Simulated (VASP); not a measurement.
# LiWO2 (Pmmn) in VASP: single point with PBE

Aim: the single point of LiWO2 with PBE.

All numbers are computed with VASP 6.6.1; they aren't measurements. Logs are shortened: lines on timing, memory, paths and dates and some standing lists are left out, and cuts for length are marked.

## (1) The cell of the first run

The structure is orthorhombic, space group Pmmn (No. 59). The conventional cell has a = 2.867 Å, b = 4.649 Å, c = 5.872 Å, α = 90.00°, β = 90.00°, γ = 90.00°. Within 2.8 Å of Li (site symmetry mm2) lie 6 O at 2.10 to 2.33 Å. Within 2.6 Å of W (site symmetry mm2) lie 6 O at 1.93 to 2.34 Å. O (site symmetry mm2) has 2 W at 1.93 Å and 4 Li at 2.10 to 2.33 Å within 2.6 Å. O (site symmetry mm2) has 4 W at 2.02 to 2.34 Å and 2 Li at 2.16 Å within 2.7 Å.

## (2) Single point, PBE

INCAR reads:

```
SYSTEM = LiWO2
  PREC = Accurate
  ENCUT = 520
  EDIFF = 1E-7
  ISMEAR = 0
  SIGMA = 0.2731
  LREAL = .False.
  LASPH = .True.
  NELM = 100
  ALGO = Normal
  ISIF = 2
  LWAVE = .False.
  LCHARG = .False.
  GGA = PE
  NBANDS = 39
```

KPOINTS reads:

```
regular mesh
0
Gamma
  11 7 5
  0 0 0
```

POSCAR reads:

```
LiWO2
1.0
    2.8671090000      0.0000000000      0.0000000000
    0.0000000000      4.6490900000      0.0000000000
    0.0000000000      0.0000000000      5.8721580000
Li W O
2 2 4
Direct
    0.2500000000      0.2500000000      0.1250000000
    0.7500000000      0.7500000000      0.8750000000
    0.2500000000      0.2500000000      0.6430000000
    0.7500000000      0.7500000000      0.3570000000
    0.2500000000      0.7500000000      0.1360000000
    0.7500000000      0.2500000000      0.8640000000
    0.2500000000      0.7500000000      0.6000000000
    0.7500000000      0.2500000000      0.4000000000
```

Potentials or basis: VASP PAW PBE potentials, release 64 (Li_sv, W_sv, O).

Launch:

```console
$ cat potpaw_PBE.64/Li_sv/POTCAR potpaw_PBE.64/W_sv/POTCAR potpaw_PBE.64/O/POTCAR > POTCAR
$ mpirun -np 1 vasp_std > vasp.out
```

OUTCAR:

```text
SYSTEM = LiWO2
   PREC = Accurate
   ENCUT = 520
   EDIFF = 1E-7
   ISMEAR = 0
   LREAL = .False.
   LASPH = .True.
   NELM = 100
   ISIF = 2
   GGA = PE

 ion  position               nearest neighbor table
   1  0.250  0.250  0.125-   6 2.10   6 2.10   8 2.16   8 2.16   3 2.83   3 3.04
   2  0.750  0.750  0.875-   5 2.10   5 2.10   7 2.16   7 2.16   4 2.83   4 3.04
   3  0.250  0.250  0.643-   6 1.93   6 1.93   8 2.02   8 2.02   7 2.34   7 2.34   1 2.83   1 3.04
                             4 3.21   4 3.21   4 3.21   4 3.21
   4  0.750  0.750  0.357-   5 1.93   5 1.93   7 2.02   7 2.02   8 2.34   8 2.34   2 2.83   2 3.04
                             3 3.21   3 3.21   3 3.21   3 3.21
   5  0.250  0.750  0.136-   4 1.93   4 1.93   2 2.10   2 2.10
   6  0.750  0.250  0.864-   3 1.93   3 1.93   1 2.10   1 2.10
   7  0.250  0.750  0.600-   4 2.02   4 2.02   2 2.16   2 2.16   3 2.34   3 2.34
   8  0.750  0.250  0.400-   3 2.02   3 2.02   1 2.16   1 2.16   4 2.34   4 2.34

  LATTYP: Found a simple orthorhombic cell.
 ALAT       =     2.8671090000
 B/A-ratio  =     1.6215253763
 C/A-ratio  =     2.0481111810

  Lattice vectors:

 A1 = (   2.8671090000,   0.0000000000,   0.0000000000)
 A2 = (   0.0000000000,   4.6490900000,   0.0000000000)
 A3 = (   0.0000000000,   0.0000000000,   5.8721580000)

Analysis of symmetry for initial positions (statically):
=====================================================================
 Subroutine PRICEL returns:
 Original cell was already a primitive cell.

 Routine SETGRP: Setting up the symmetry group for a
 simple orthorhombic supercell.

 Subroutine GETGRP returns: Found  8 space group operations
 (whereof  2 operations were pure point group operations)
 out of a pool of  8 trial point group operations.

The static configuration has the point symmetry S_2 .
 The point group associated with its full space group is D_2h.

Analysis of symmetry for dynamics (positions and initial velocities):
=====================================================================
 Subroutine PRICEL returns:
 Original cell was already a primitive cell.

 Routine SETGRP: Setting up the symmetry group for a
 simple orthorhombic supercell.

 Subroutine GETGRP returns: Found  8 space group operations
 (whereof  2 operations were pure point group operations)
 out of a pool of  8 trial point group operations.

The dynamic configuration has the point symmetry S_2 .
 The point group associated with its full space group is D_2h.

 Subroutine INISYM returns: Found  8 space group operations
 (whereof  2 operations are pure point group operations),
 and found     1 'primitive' translations

----------------------------------------------------------------------------------------

                                     Primitive cell

  volume of cell :      78.2726

  direct lattice vectors                    reciprocal lattice vectors
     2.867109000  0.000000000  0.000000000     0.348783391  0.000000000  0.000000000
     0.000000000  4.649090000  0.000000000     0.000000000  0.215095857  0.000000000
     0.000000000  0.000000000  5.872158000     0.000000000  0.000000000  0.170295145

  length of vectors
     2.867109000  4.649090000  5.872158000     0.348783391  0.215095857  0.170295145

  position of ions in fractional coordinates (direct lattice)
     0.250000000  0.250000000  0.125000000
     0.750000000  0.750000000  0.875000000
     0.250000000  0.250000000  0.643000000
     0.750000000  0.750000000  0.357000000
     0.250000000  0.750000000  0.136000000
     0.750000000  0.250000000  0.864000000
     0.250000000  0.750000000  0.600000000
     0.750000000  0.250000000  0.400000000

  ion indices of the primitive-cell ions
   primitive index   ion index
                 1           1
                 2           2
                 3           3
                 4           4
                 5           5
                 6           6
                 7           7
                 8           8

----------------------------------------------------------------------------------------

 KPOINTS: regular mesh

Automatic generation of k-mesh.
 Grid dimensions read from file:
 generate k-points for:   11    7    5

 Generating k-lattice:

  Cartesian coordinates                     Fractional coordinates (reciprocal lattice)
     0.031707581  0.000000000  0.000000000     0.090909091  0.000000000  0.000000000
     0.000000000  0.030727980  0.000000000     0.000000000  0.142857143  0.000000000
     0.000000000  0.000000000  0.034059029     0.000000000  0.000000000  0.200000000

  Length of vectors
     0.031707581  0.030727980  0.034059029

  Shift w.r.t. Gamma in fractional coordinates (k-lattice)
     0.000000000  0.000000000  0.000000000

 Subroutine IBZKPT returns following result:
 ===========================================

 Found     72 irreducible k-points:

 Following reciprocal coordinates:
            Coordinates               Weight
  0.000000  0.000000  0.000000      1.000000
  0.090909  0.000000  0.000000      2.000000
  0.181818  0.000000  0.000000      2.000000
  0.272727  0.000000  0.000000      2.000000
  0.363636  0.000000  0.000000      2.000000
  0.454545  0.000000  0.000000      2.000000
[... 16 lines left out ...]
  0.363636  0.428571  0.000000      4.000000
  0.454545  0.428571  0.000000      4.000000
 [... further k-points ...]
   k-points           NKPTS =     72   k-points in BZ     NKDIM =     72   number of bands    NBANDS=     39
   number of dos      NEDOS =    301   number of ions     NIONS =      8
   total plane-waves  NPLWV =  41472
   dimension x,y,z NGX =    24 NGY =   36 NGZ =   48
   dimension x,y,z NGXF=    48 NGYF=   72 NGZF=   96
   ions per type =               2   2   4
   NGX,Y,Z   is equivalent  to a cutoff of  13.92, 12.87, 13.59 a.u.
   NGXF,Y,Z  is equivalent  to a cutoff of  27.83, 25.75, 27.18 a.u.
 SYSTEM =  LiWO2
   PREC   = accura    normal or accurate (medium, high low for compatibility)
   ISTART =      0    job   : 0-new  1-cont  2-samecut
   ICHARG =      2    charge: 1-file 2-atom 10-const
   ISPIN  =      1    spin polarized calculation?
   LNONCOLLINEAR =      F non collinear calculations
   LSORBIT =      F    spin-orbit coupling
   LASPH  =      T    aspherical Exc in radial PAW
   ENCUT  =  520.0 eV  38.22 Ry    6.18 a.u.   5.33  8.64 10.92*2*pi/ulx,y,z
   NELM   =    100;   NELMIN=  2; NELMDL= -5     # of ELM steps
   EDIFF  = 0.1E-06   stopping-criterion for ELM
   LREAL  =      F    real-space projection
   EDIFFG = 0.1E-05   stopping-criterion for IOM
   NSW    =      0    number of steps for IOM
   IBRION =     -1    ionic relax: 0-MD 1-quasi-New 2-CG
   NFREE  =      0    steps in history (QN), initial steepest desc. (CG)
   ISIF   =      2    stress and relaxation
   ISYM   =      2    0-nonsym 1-usesym 2-fastsym
   POTIM  = 0.5000    time-step for ionic-motion
   TEBEG  =    0.0;   TEEND  =   0.0 temperature during run
   PSTRESS=    0.0 pullay stress
   NELECT =      58.0000    total number of electrons
   NUPDOWN=      -1.0000    fix difference up-down
   EMIN   =  10.00;   EMAX   =-10.00  energy-range for DOS
   EFERMI =   0.00;   METHOD = LEGACY
   ISMEAR =     0;   SIGMA  =   0.27  broadening in eV -4-tet -1-fermi 0-gaus
   EFERMI_NEDOS =   21; number of points for ismear=-14 and -15
   IALGO  =     38    algorithm
   IMIX   =      4    mixing-type and parameters
     AMIX     =   0.40;   BMIX     =  1.00
     AMIX_MAG =   1.60;   BMIX_MAG =  1.00
  volume/ion in A,a.u.               =       9.78        66.03
  Fermi-wavevector in a.u.,A,eV,Ry     =   1.481429  2.799495 29.859783  2.194632
  Thomas-Fermi vector in A             =   2.595340
   LORBIT       =      0    0 simple, 1 ext, 2 COOP (PROOUT), +10 PAW based schemes
   GGA     = PE    functional components
   LHFCALC =     F    Hartree Fock is set to
   AEXX    =    0.0000 exact exchange contribution
   IVDW    =     0    specifies the selected vdW correction
   LEPSILON=     F    determine dielectric tensor
   LRPA    =     F    only Hartree local field effects (RPA)
 non-spin polarized calculation
 Gauss-broadening in eV      SIGMA  =   0.27
  energy-cutoff  :      520.00
  volume of cell :       78.27
 maximum number of plane-waves:      2125
 NGX is ok and might be reduce to    24
   NGX = 11   NGY = 17   NGZ = 21

 number of electron      58.0000002 magnetization

 Free energy of the ion-electron system (eV)
  ---------------------------------------------------
  ext. energy  EPLUGINS =         0.00000000
  ---------------------------------------------------
  free energy    TOTEN  =       -58.99414958 eV

  energy without entropy =      -58.82023177  energy(sigma->0) =      -58.90719067

 E-fermi :   8.9576     XC(G=0): -11.8078

 val. band max:        8.9554984965   @ k =   0.1818   0.4286   0.4000
 cond. band min:       8.9594942333   @ k =   0.1818   0.2857   0.2000
 fundamental gap:      0.0039957369
 Fermi energy:         8.9575983580

 k-point     1 :       0.0000    0.0000    0.0000
  band No.  band energies     occupation
      1     -66.4869      2.00000
      2     -66.4711      2.00000
      3     -38.4457      2.00000
      4     -38.4328      2.00000
      5     -30.9726      2.00000
      6     -30.8746      2.00000
[... 31 lines left out ...]
     38      15.3925      0.00000
     39      15.4686      0.00000

 k-point     2 :       0.0909    0.0000    0.0000
  band No.  band energies     occupation
      1     -66.4835      2.00000
      2     -66.4683      2.00000
      3     -38.4442      2.00000
      4     -38.4319      2.00000
      5     -30.9575      2.00000
      6     -30.8688      2.00000
[... 31 lines left out ...]
     38      15.7177      0.00000
     39      15.9417      0.00000

 k-point     3 :       0.1818    0.0000    0.0000
  band No.  band energies     occupation
      1     -66.4742      2.00000
      2     -66.4609      2.00000
      3     -38.4404      2.00000
      4     -38.4296      2.00000
      5     -30.9496      2.00000
      6     -30.9232      2.00000
[... 832 lines left out ...]
 k-point    23 :       0.3636    0.4286    0.0000
  band No.  band energies     occupation
      1     -66.4473      2.00000
      2     -66.4458      2.00000
      3     -38.4277      2.00000
      4     -38.4265      2.00000
      5     -31.3450      2.00000
      6     -31.3399      2.00000
[... 31 lines left out ...]
     38      14.3201      0.00000
     39      17.0661      0.00000

 k-point    24 :       0.4545    0.4286    0.0000
  band No.  band energies     occupation
      1     -66.4408      2.00000
      2     -66.4403      2.00000
      3     -38.4251      2.00000
      4     -38.4247      2.00000
      5     -31.4579      2.00000
      6     -31.4562      2.00000
[... 31 lines left out ...]
     38      15.0387      0.00000
     39      17.1610      0.00000

 [... further k-points ...]
[... 5 lines left out ...]
  --------------------------------------------------------------------------------------
  -------------------------------------------------------------------------------------
  Total       14.0967172     -2.0035326     18.8985120      0.0000000      0.0000000      0.0000000
  in kB      288.5484062    -41.0106924    386.8372646      0.0000000      0.0000000      0.0000000
  external PRESSURE =     211.4583261 kB  Pullay stress =       0.0000000 kB

 VOLUME and BASIS-vectors are now :
 -----------------------------------------------------------------------------
  energy-cutoff  :      520.00
  volume of cell :       78.27
      direct lattice vectors                 reciprocal lattice vectors
     2.867109000  0.000000000  0.000000000     0.348783391  0.000000000  0.000000000
     0.000000000  4.649090000  0.000000000     0.000000000  0.215095857  0.000000000
     0.000000000  0.000000000  5.872158000     0.000000000  0.000000000  0.170295145

 POSITION                                       TOTAL-FORCE (eV/Angst)
 -----------------------------------------------------------------------------------
      0.71678      1.16227      0.73402         0.000000     -0.000000     -0.079593
      2.15033      3.48682      5.13814        -0.000000     -0.000000      0.079593
      0.71678      1.16227      3.77580        -0.000000     -0.000000     -3.509304
      2.15033      3.48682      2.09636        -0.000000     -0.000000      3.509304
      0.71678      3.48682      0.79861         0.000000      0.000000     -4.615922
      2.15033      1.16227      5.07354        -0.000000      0.000000      4.615922
      0.71678      3.48682      3.52329         0.000000     -0.000000      4.122335
      2.15033      1.16227      2.34886        -0.000000     -0.000000     -4.122335
 -----------------------------------------------------------------------------------
    total drift:                                0.000000     -0.000000      0.000000

  FREE ENERGIE OF THE ION-ELECTRON SYSTEM (eV)
  ---------------------------------------------------
  free  energy   TOTEN  =       -58.9941495768 eV

  energy  without entropy=      -58.8202317657  energy(sigma->0) =      -58.90719067
```

It took 3.4 min on 1 thread of AMD EPYC 7R13 (Zen 3), shared host; peak memory 0.28 GiB.

Results:

```
Free energy            : -58.9941 eV
Largest force          : 4.616 eV/Å
Band gap on the k mesh : zero (band 29 reaches 9.41 eV, above the bottom of band 30 at 8.32 eV)
```

Forces on the atoms (eV/Å):
```
Li   0.000  0.000 -0.080
Li   0.000  0.000  0.080
W    0.000  0.000 -3.509
W    0.000  0.000  3.509
O    0.000  0.000 -4.616
O    0.000  0.000  4.616
O    0.000  0.000  4.122
O    0.000  0.000 -4.122
```

Caveat: the cutoff is under 1.25 times the usual one of these potentials, so pressure, stress and relaxed cells hold a basis-set (Pulay) error; spin-orbit coupling is left out, which moves the levels of the heavy elements; forces of over 1 eV/Å act on the atoms, so gaps and moduli don't describe the material at rest.
